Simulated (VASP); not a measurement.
Set up this calculation in VASP 6.6.1, as the native input.

- Task: single point
- Functional: PBE
- Dispersion: D3(BJ)
- Potentials or basis: VASP PAW PBE potentials, release 64 (Ti_sv, H)
- Cutoff: 400 eV
- k mesh: 3 × 2 × 1
- Occupations: fermi-dirac, width 0.1 eV
- Spin: no spin polarisation
- Dipole correction: no
- Further INCAR settings: ALGO = Normal; EDIFF = 1e-06; NBANDS = 124; NELMDL = -8

The structure of Ti18H lies in POSCAR:

```
Ti18H
1.0
    5.9000000000      0.0000000000      0.0000000000
    4.4250000000      7.6643250000      0.0000000000
    0.0000000000      0.0000000000     15.6846000000
Ti H
18 1
Direct
    0.0000000000      0.0000000000      0.0637568060
    0.5000000000      0.0000000000      0.0637568060
    0.0000000000      0.3333333333      0.0637568060
    0.5000000000      0.3333333333      0.0637568060
    0.0000000000      0.6666666667      0.0637568060
    0.5000000000      0.6666666667      0.0637568060
   -0.1572779937      0.2187634267      0.2050664983
    0.3355284791      0.2224293724      0.2004761358
   -0.1666599697      0.5518279822      0.2050135802
    0.3369275366      0.5542893862      0.2038567767
   -0.1643022517      0.8894145277      0.2016180840
    0.3416175396      0.8829418116      0.2029714497
    0.0148320899     -0.0124592838      0.3427966285
    0.5024505155      0.0028067703      0.3427132346
    0.0265467346      0.3246391561      0.3466458819
    0.5045370997      0.3255202513      0.3438199253
    0.0011786452      0.6670757046      0.3422360149
    0.5066536912      0.6612954174      0.3456278770
    0.3591211533      0.2110084058      0.4135518917
```

One way to write it, as run:

INCAR

```
SYSTEM = Ti18H
PREC = Accurate
ENCUT = 400
EDIFF = 1E-6
ISMEAR = -1
SIGMA = 0.1
LREAL = .False.
LASPH = .True.
NELM = 120
ALGO = Normal
ISIF = 2
LWAVE = .False.
LCHARG = .False.
GGA = PE
IVDW = 12
NBANDS = 124
GGA_COMPAT = .False.
NELMDL = -8
```

KPOINTS

```
Automatic mesh
0
Gamma
  3 2 1
  0 0 0
```

Potentials or basis: VASP PAW PBE potentials, release 64 (Ti_sv, H).

Command:

```sh
$ cat potpaw_PBE.64/Ti_sv/POTCAR potpaw_PBE.64/H/POTCAR > POTCAR
$ mpirun -np 1 vasp_std > vasp.out
```

Results of the run:

| Item | Value |
| --- | --- |
| Largest force | 0.155 eV/Å |
| Band gap on the k mesh | zero (an odd number of electrons rules out a gap without spin polarisation) |
| Dispersion energy per atom | -0.392 eV |

Caveat: the k points lie up to 0.41 Å⁻¹ apart, too coarse for converged energies and pressures of a metal; there is no dipole correction, which matters where the two faces differ.

Run time: 27 min on 1 thread of Oxide Virtual Turin-like Processor, with other jobs on the host, peak memory 0.63 GiB.
